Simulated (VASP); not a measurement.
Crystal: Mg.

```xyz
2
Lattice="3.2093 0.0000 0.0000 -1.6046 2.7793 0.0000 0.0000 0.0000 5.2103" Properties=species:S:1:pos:R:3 pbc="T T T"
Mg    0.0000    1.8529    1.3026
Mg    1.6047    0.9264    3.9077
```

| Item | Value |
| --- | --- |
| Program | VASP 6.6.1 |
| Task | relaxation of cell and atoms |
| Functional | PBEsol |
| Potentials or basis | VASP PAW PBE potentials, release 64 (Mg) |
| Cutoff | 600 eV |
| k mesh | 8 × 8 × 5 |
| Occupations | fermi-dirac, width 0.05 eV |
| Spin | no spin polarisation |

At the start: pressure -1.1 GPa; volume 23.24 Å³/atom.

Task: Where does the relaxation end?

Result: Over 3 steps the energy falls by 2.7 meV/atom and the volume is 22.51 Å³/atom (-3.1 %); space group P6_3/mmc (No. 194, to 0.1 Å) before and after.

Step by step:
| step | energy change (eV) | largest force (eV/Å) | pressure (GPa) | volume (Å³) |
| --- | --- | --- | --- | --- |
| 1 | 0.0000 | 0.0000 | -1.13 | 46.47 |
| 2 | -0.0051 | 0.0000 | -0.30 | 45.38 |
| 3 | -0.0054 | 0.0000 | -0.01 | 45.02 |

Final structure:
```
Mg
1.0
     3.17247    0.00000    0.00000
    -1.58623    2.74744    0.00000
     0.00000    0.00000    5.16560
Mg
2
Direct
  0.33333 0.66667 0.25000
  0.66667 0.33333 0.75000
```

Caveat: the PAW data sets were made with another functional, which shifts forces and pressure a little.
